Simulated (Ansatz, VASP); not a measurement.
**Two plane-wave programs on W**

```
CELL_PARAMETERS angstrom
-1.53341 1.53341 1.53341
1.53341 -1.53341 1.53341
1.53341 1.53341 -1.53341
ATOMIC_POSITIONS crystal
W 0.00000 0.00000 0.00000
```

Change from the starting cell: strain -0.040 along x and y, -0.040 along z, atoms carried along.

Alike in both runs: task single point; functional PBE; k mesh 20 × 20 × 20; occupations gaussian, width 0.15 eV; no spin polarisation.

|  | VASP | Ansatz |
| --- | --- | --- |
| version | VASP 6.6.1 | Ansatz 0.2.0 |
| potentials or method | VASP PAW PBE potentials, release 64 (W_sv), cutoff 520 eV | scalar-relativistic, plane waves, PAW |
| valence electrons in the cell | 14 | 14 |

VASP gave:

```
gap on the k mesh at the Fermi level (eV) : none
pressure (GPa)                            : 44.1
```

What did Ansatz give for the same quantities?

gap on the k mesh at the Fermi level (eV): none; pressure (GPa): 43.0.

A gap of «none» marks a metal or a gap that the smearing closes. Both programs put the cell under a high pressure, so it lies far from rest at this level.

Spin-orbit coupling is off throughout.
